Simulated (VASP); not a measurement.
# ZrB2: single point with LDA

Crystal: ZrB2.

```
Zr B
1.0
     3.16390    0.00000    0.00000
    -1.58195    2.74002    0.00000
     0.00000    0.00000    3.43080
Zr B
1 2
Direct
  0.00000 0.00000 0.00000
  0.33333 0.66667 0.50000
  0.66667 0.33333 0.50000
```

```json
{
 "Program": "VASP 6.6.1",
 "Task": "single point",
 "Functional": "LDA",
 "Potentials or basis": "VASP PAW LDA potentials, release 64 (Zr_sv, B)",
 "Cutoff": "520 eV",
 "k mesh": "15 × 15 × 12",
 "Occupations": "gaussian, width 0.15 eV",
 "Spin": "no spin polarisation"
}
```

```yaml
Pressure: -0.5 GPa
Band_gap_on_the_k_mesh: zero (bands 9 and 10 overlap by 0.79 eV)
```

Stress tensor (GPa, compression positive):
```
-3.68  0.00  0.00
 0.00 -3.68  0.00
 0.00  0.00  5.74
```

Levels at points of the mesh, in eV from the Fermi level:
| k point | band 6 | band 7 | band 8 | band 9 | band 10 | band 11 | band 12 | band 13 |
| --- | --- | --- | --- | --- | --- | --- | --- | --- |
| (0.00, 0.00, 0.00) | -2.89 | -2.89 | -2.60 | -2.06 | 3.51 | 3.51 | 4.54 | 4.54 |
| (0.00, 0.00, 0.50) | -7.00 | -1.09 | -1.09 | 0.06 | 0.06 | 0.77 | 0.77 | 2.35 |

Wall time 73 s on 1 thread of Intel Xeon 8259CL (shared host), peak memory 0.2 GiB.
